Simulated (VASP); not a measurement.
# SnPbO2 (P4mm) in VASP: a series of runs

The runs below take SnPbO2 through relaxation of cell and atoms, single point, with PBE.

All numbers are computed with VASP 6.6.1; they aren't measurements. Logs are shortened: lines on timing, memory, paths and dates and some standing lists are left out, and cuts for length are marked.

### 1 The cell of the first run

Symmetry: P4mm, No. 99, tetragonal system. The conventional cell has a = 3.886 Å, b = 3.886 Å, c = 5.111 Å, α = 90.00°, β = 90.00°, γ = 90.00°. Within 3.0 Å of Sn (site symmetry 4mm) lie 4 O at 2.26 Å. Pb (site symmetry 4mm) has 4 O at 2.26 Å within 3.0 Å. O (site symmetry 2mm) has 2 Sn at 2.26 Å and 2 Pb at 2.26 Å and 4 O at 2.75 Å within 3.0 Å.

### 2 Relaxation of cell and atoms, PBE

Input file INCAR:

```
SYSTEM = SnPbO2
PREC = Accurate ; ENCUT = 600
EDIFF = 1E-7 ; ISMEAR = 0
SIGMA = 0.1 ; LREAL = .False.
LASPH = .True. ; NELM = 80
ALGO = Normal ; ISIF = 3
LWAVE = .False. ; LCHARG = .False.
GGA = PE ; IBRION = 2
NSW = 90 ; EDIFFG = -0.04
```

Input file KPOINTS:

```
Automatic mesh
0
Gamma
  4 4 4
  0 0 0
```

Input file POSCAR:

```
SnPbO2
1.0
    3.8862432600      0.0000000000      0.0000000000
    0.0000000000      3.8862432600      0.0000000000
    0.0000000000      0.0000000000      5.1108518100
Sn Pb O
1 1 2
Direct
    0.5000000000      0.5000000000      0.2259747800
    0.0000000000      0.0000000000      0.7740252200
    0.5000000000      0.0000000000      0.0000000000
    0.0000000000      0.5000000000      0.0000000000
```

Potentials or basis: VASP PAW PBE potentials, release 64 (Sn_d, Pb_d, O).

The run is started by

```
$ cat potpaw_PBE.64/Sn_d/POTCAR potpaw_PBE.64/Pb_d/POTCAR potpaw_PBE.64/O/POTCAR > POTCAR
$ mpirun -np 1 vasp_std > vasp.out
```

OUTCAR:

```text
SYSTEM = SnPbO2
   PREC = Accurate
   ENCUT = 600
   EDIFF = 1E-7
   ISMEAR = 0
   LREAL = .False.
   LASPH = .True.
   NELM = 80
   ISIF = 3
   GGA = PE
   IBRION = 2
   NSW = 90
   EDIFFG = -0.04

 ion  position               nearest neighbor table
   1  0.500  0.500  0.226-   3 2.26   4 2.26   3 2.26   4 2.26   2 3.59   2 3.59   2 3.59   2 3.59
                             2 3.92   2 3.92   2 3.92   2 3.92
   2  0.000  0.000  0.774-   3 2.26   4 2.26   4 2.26   3 2.26   1 3.59   1 3.59   1 3.59   1 3.59
                             1 3.92   1 3.92   1 3.92   1 3.92
   3  0.500  0.000  0.000-   1 2.26   2 2.26   1 2.26   2 2.26
   4  0.000  0.500  0.000-   1 2.26   2 2.26   2 2.26   1 2.26

  LATTYP: Found a simple tetragonal cell.
 ALAT       =     3.8862432600
 C/A-ratio  =     1.3151137147

  Lattice vectors:

 A1 = (   3.8862432600,   0.0000000000,   0.0000000000)
 A2 = (   0.0000000000,   3.8862432600,   0.0000000000)
 A3 = (   0.0000000000,   0.0000000000,   5.1108518100)

Analysis of symmetry for initial positions (statically):
=====================================================================
 Subroutine PRICEL returns:
 Original cell was already a primitive cell.

 Routine SETGRP: Setting up the symmetry group for a
 simple tetragonal supercell.

 Subroutine GETGRP returns: Found  8 space group operations
 (whereof  8 operations were pure point group operations)
 out of a pool of 16 trial point group operations.

The static configuration has the point symmetry C_4v.

Analysis of symmetry for dynamics (positions and initial velocities):
=====================================================================
 Subroutine PRICEL returns:
 Original cell was already a primitive cell.

 Routine SETGRP: Setting up the symmetry group for a
 simple tetragonal supercell.

 Subroutine GETGRP returns: Found  8 space group operations
 (whereof  8 operations were pure point group operations)
 out of a pool of 16 trial point group operations.

The dynamic configuration has the point symmetry C_4v.

 Subroutine INISYM returns: Found  8 space group operations
 (whereof  8 operations are pure point group operations),
 and found     1 'primitive' translations

----------------------------------------------------------------------------------------

                                     Primitive cell

  volume of cell :      77.1886

  direct lattice vectors                    reciprocal lattice vectors
     3.886243260  0.000000000  0.000000000     0.257317912  0.000000000  0.000000000
     0.000000000  3.886243260  0.000000000     0.000000000  0.257317912  0.000000000
     0.000000000  0.000000000  5.110851810     0.000000000  0.000000000  0.195662100

  length of vectors
     3.886243260  3.886243260  5.110851810     0.257317912  0.257317912  0.195662100

  position of ions in fractional coordinates (direct lattice)
     0.500000000  0.500000000  0.225974780
     0.000000000  0.000000000  0.774025220
     0.500000000  0.000000000  0.000000000
     0.000000000  0.500000000  0.000000000

  ion indices of the primitive-cell ions
   primitive index   ion index
                 1           1
                 2           2
                 3           3
                 4           4

----------------------------------------------------------------------------------------

 KPOINTS: Automatic mesh

Automatic generation of k-mesh.
 Grid dimensions read from file:
 generate k-points for:    4    4    4

 Generating k-lattice:

  Cartesian coordinates                     Fractional coordinates (reciprocal lattice)
     0.064329478  0.000000000  0.000000000     0.250000000  0.000000000  0.000000000
     0.000000000  0.064329478  0.000000000     0.000000000  0.250000000  0.000000000
     0.000000000  0.000000000  0.048915525     0.000000000  0.000000000  0.250000000

  Length of vectors
     0.064329478  0.064329478  0.048915525

  Shift w.r.t. Gamma in fractional coordinates (k-lattice)
     0.000000000  0.000000000  0.000000000

 Subroutine IBZKPT returns following result:
 ===========================================

 Found     18 irreducible k-points:

 Following reciprocal coordinates:
            Coordinates               Weight
  0.000000  0.000000  0.000000      1.000000
  0.250000  0.000000  0.000000      4.000000
  0.500000  0.000000  0.000000      2.000000
  0.250000  0.250000  0.000000      4.000000
  0.500000  0.250000  0.000000      4.000000
  0.500000  0.500000  0.000000      1.000000
[... 10 lines left out ...]
  0.500000  0.250000  0.500000      4.000000
  0.500000  0.500000  0.500000      1.000000
   k-points           NKPTS =     18   k-points in BZ     NKDIM =     18   number of bands    NBANDS=     24
   number of dos      NEDOS =    301   number of ions     NIONS =      4
   total plane-waves  NPLWV =  43008
   dimension x,y,z NGX =    32 NGY =   32 NGZ =   42
   dimension x,y,z NGXF=    64 NGYF=   64 NGZF=   84
   ions per type =               1   1   2
   NGX,Y,Z   is equivalent  to a cutoff of  13.69, 13.69, 13.66 a.u.
   NGXF,Y,Z  is equivalent  to a cutoff of  27.38, 27.38, 27.32 a.u.
 SYSTEM =  SnPbO2
   PREC   = accura    normal or accurate (medium, high low for compatibility)
   ISTART =      0    job   : 0-new  1-cont  2-samecut
   ICHARG =      2    charge: 1-file 2-atom 10-const
   ISPIN  =      1    spin polarized calculation?
   LNONCOLLINEAR =      F non collinear calculations
   LSORBIT =      F    spin-orbit coupling
   LASPH  =      T    aspherical Exc in radial PAW
   ENCUT  =  600.0 eV  44.10 Ry    6.64 a.u.   7.76  7.76 10.21*2*pi/ulx,y,z
   NELM   =     80;   NELMIN=  2; NELMDL= -5     # of ELM steps
   EDIFF  = 0.1E-06   stopping-criterion for ELM
   LREAL  =      F    real-space projection
   EDIFFG = -.4E-01   stopping-criterion for IOM
   NSW    =     90    number of steps for IOM
   IBRION =      2    ionic relax: 0-MD 1-quasi-New 2-CG
   NFREE  =      1    steps in history (QN), initial steepest desc. (CG)
   ISIF   =      3    stress and relaxation
   ISYM   =      2    0-nonsym 1-usesym 2-fastsym
   POTIM  = 0.5000    time-step for ionic-motion
   TEBEG  =    0.0;   TEEND  =   0.0 temperature during run
   PSTRESS=    0.0 pullay stress
   NELECT =      40.0000    total number of electrons
   NUPDOWN=      -1.0000    fix difference up-down
   EMIN   =  10.00;   EMAX   =-10.00  energy-range for DOS
   EFERMI =   0.00;   METHOD = LEGACY
   ISMEAR =     0;   SIGMA  =   0.10  broadening in eV -4-tet -1-fermi 0-gaus
   EFERMI_NEDOS =   21; number of points for ismear=-14 and -15
   IALGO  =     38    algorithm
   IMIX   =      4    mixing-type and parameters
     AMIX     =   0.40;   BMIX     =  1.00
     AMIX_MAG =   1.60;   BMIX_MAG =  1.00
  volume/ion in A,a.u.               =      19.30       130.22
  Fermi-wavevector in a.u.,A,eV,Ry     =   1.314954  2.484902 23.525872  1.729103
  Thomas-Fermi vector in A             =   2.445170
   LORBIT       =      0    0 simple, 1 ext, 2 COOP (PROOUT), +10 PAW based schemes
   GGA     = PE    functional components
   LHFCALC =     F    Hartree Fock is set to
   AEXX    =    0.0000 exact exchange contribution
   IVDW    =     0    specifies the selected vdW correction
   LEPSILON=     F    determine dielectric tensor
   LRPA    =     F    only Hartree local field effects (RPA)
 conjugate gradient relaxation of ions
 non-spin polarized calculation
 Gauss-broadening in eV      SIGMA  =   0.10
  energy-cutoff  :      600.00
  volume of cell :       77.19
 maximum number of plane-waves:      2590
 NGX is ok and might be reduce to    32
   NGX = 15   NGY = 15   NGZ = 21

--------------------------------------- Ionic step        1  -------------------------------------------

 number of electron      39.9999983 magnetization

 Free energy of the ion-electron system (eV)
  ---------------------------------------------------
  ext. energy  EPLUGINS =         0.00000000
  ---------------------------------------------------
  free energy    TOTEN  =       -21.96890717 eV

  energy without entropy =      -21.96890717  energy(sigma->0) =      -21.96890717

------------------------ aborting loop because EDIFF is reached ----------------------------------------

  FORCE on cell =-STRESS in cart. coord.  units (eV):
  Direction    XX          YY          ZZ          XY          YZ          ZX
  --------------------------------------------------------------------------------------
  -------------------------------------------------------------------------------------
  Total        2.7626738      2.7626738      2.3362437      0.0000000      0.0000000      0.0000000
  in kB       57.3438619     57.3438619     48.4926010      0.0000000      0.0000000      0.0000000
  external PRESSURE =      54.3934416 kB  Pullay stress =       0.0000000 kB

 VOLUME and BASIS-vectors are now :
 -----------------------------------------------------------------------------
  energy-cutoff  :      600.00
  volume of cell :       77.19
      direct lattice vectors                 reciprocal lattice vectors
     3.886243260  0.000000000  0.000000000     0.257317912  0.000000000  0.000000000
     0.000000000  3.886243260  0.000000000     0.000000000  0.257317912  0.000000000
     0.000000000  0.000000000  5.110851810     0.000000000  0.000000000  0.195662100
[... 115 lines left out ...]
 POSITION                                       TOTAL-FORCE (eV/Angst)
 -----------------------------------------------------------------------------------
      1.97602      1.97602      1.12571         0.000000     -0.000000     -0.091857
      3.95204      0.00000      3.93843        -0.000000      0.000000     -0.025844
      1.97602      0.00000      0.05708         0.000000      0.000000      0.058851
      3.95204      1.97602      0.05708         0.000000      0.000000      0.058851
 -----------------------------------------------------------------------------------
    total drift:                                0.000000     -0.000000      0.000455

  FREE ENERGIE OF THE ION-ELECTRON SYSTEM (eV)
  ---------------------------------------------------
  free  energy   TOTEN  =       -22.1589161543 eV

  energy  without entropy=      -22.1589161543  energy(sigma->0) =      -22.15891615

--------------------------------------- Ionic step        5  -------------------------------------------

 number of electron      39.9999977 magnetization

 Free energy of the ion-electron system (eV)
  ---------------------------------------------------
  ext. energy  EPLUGINS =         0.00000000
  ---------------------------------------------------
  free energy    TOTEN  =       -22.15941575 eV

  energy without entropy =      -22.15941575  energy(sigma->0) =      -22.15941575

 E-fermi :   5.6402     XC(G=0):  -9.6171

 val. band max:        5.1502936722   @ k =   0.0000   0.0000   0.0000
 cond. band min:       6.1897862441   @ k =   0.5000   0.5000   0.0000
 fundamental gap:      1.0394925719
 Fermi energy:         5.6401631956

 k-point     1 :       0.0000    0.0000    0.0000
  band No.  band energies     occupation
      1     -15.8701      2.00000
      2     -15.6292      2.00000
      3     -15.6291      2.00000
      4     -15.6291      2.00000
      5     -15.6007      2.00000
      6     -13.5968      2.00000
[... 16 lines left out ...]
     23      10.4473      0.00000
     24      10.4473      0.00000
[... 479 lines left out ...]
 POSITION                                       TOTAL-FORCE (eV/Angst)
 -----------------------------------------------------------------------------------
      1.97514      1.97514      1.11998         0.000000      0.000000      0.011474
      0.00000      0.00000      3.93467         0.000000     -0.000000     -0.027170
      1.97514      0.00000      0.06045        -0.000000     -0.000000      0.007848
      0.00000      1.97514      0.06045         0.000000     -0.000000      0.007848
 -----------------------------------------------------------------------------------
    total drift:                                0.000000      0.000000      0.000186

  FREE ENERGIE OF THE ION-ELECTRON SYSTEM (eV)
  ---------------------------------------------------
  free  energy   TOTEN  =       -22.1594157468 eV

  energy  without entropy=      -22.1594157468  energy(sigma->0) =      -22.15941575

 reached required accuracy - stopping structural energy minimisation
```

Run time: 5.3 min. Hardware: 1 thread of Oxide Virtual Turin-like, shared host; peak memory 0.2 GiB.

Results:

| Property | Result |
| --- | --- |
| Free energy | -22.1594 eV |
| Relaxed volume | 20.19 Å³/atom |
| Relaxed cell | a = 3.950 Å, b = 3.950 Å, c = 5.176 Å, α = 90.00°, β = 90.00°, γ = 90.00° |
| Space group after relaxing (to 0.1 Å) | P4mm (No. 99) |
| Energy gained by relaxing | 47.6 meV/atom |
| Ionic steps | 5 |
| Pressure after relaxing | 0.0 GPa |
| Largest force after relaxing | 0.027 eV/Å |
| Band gap on the k mesh | 1.04 eV (least direct gap 2.08 eV) |

Forces on the atoms (eV/Å):
```
Sn   0.000  0.000  0.011
Pb   0.000  0.000 -0.027
O    0.000  0.000  0.008
O    0.000  0.000  0.008
```

Stress tensor (GPa, compression positive):
```
-0.04  0.00  0.00
 0.00 -0.04  0.00
 0.00  0.00  0.22
```

Step by step:
| step | energy change (eV) | largest force (eV/Å) | pressure (GPa) | volume (Å³) |
| --- | --- | --- | --- | --- |
| 1 | 0.0000 | 1.9068 | 5.44 | 77.19 |
| 2 | -0.0998 | 1.1072 | -4.50 | 84.74 |
| 3 | -0.1572 | 0.8092 | -1.26 | 81.71 |
| 4 | -0.1900 | 0.0919 | -0.12 | 80.88 |
| 5 | -0.1905 | 0.0272 | 0.05 | 80.76 |

Final structure:
```yaml
crystal:
  lattice:
    - [3.95028, 0.00000, 0.00000]
    - [0.00000, 3.95028, 0.00000]
    - [0.00000, 0.00000, 5.17555]
  atoms:
    - { symbol: Sn, position: [0.50000, 0.50000, 0.21640] }
    - { symbol: Pb, position: [0.00000, 0.00000, 0.76024] }
    - { symbol: O, position: [0.50000, 0.00000, 0.01168] }
    - { symbol: O, position: [0.00000, 0.50000, 0.01168] }
```

Levels at points of the mesh, in eV from the valence-band top:
| k point | band 16 | band 17 | band 18 | band 19 | band 20 | band 21 | band 22 | band 23 | band 24 |
| --- | --- | --- | --- | --- | --- | --- | --- | --- | --- |
| (0.00, 0.00, 0.00) | -4.86 | -2.27 | -2.08 | -2.08 | 0.00 | 2.08 | 4.66 | 5.30 | 5.30 |
| (0.50, 0.00, 0.00) | -3.80 | -3.63 | -3.25 | -2.11 | -1.58 | 3.11 | 3.25 | 5.65 | 6.29 |
| (0.50, 0.50, 0.00) | -3.86 | -2.27 | -1.68 | -1.32 | -1.07 | 1.04 | 1.04 | 4.59 | 5.35 |
| (0.00, 0.00, 0.50) | -3.89 | -2.30 | -2.10 | -2.10 | -1.30 | 1.85 | 3.83 | 3.83 | 4.13 |
| (0.50, 0.00, 0.50) | -3.93 | -3.84 | -3.21 | -1.59 | -0.75 | 2.67 | 2.81 | 5.84 | 6.21 |
| (0.50, 0.50, 0.50) | -4.20 | -2.82 | -1.68 | -1.53 | -1.32 | 3.08 | 3.08 | 4.17 | 4.17 |

Caveat: spin-orbit coupling is left out, which moves the levels of the heavy elements. A k mesh can miss the band edges.

[end of part 1 of 2]
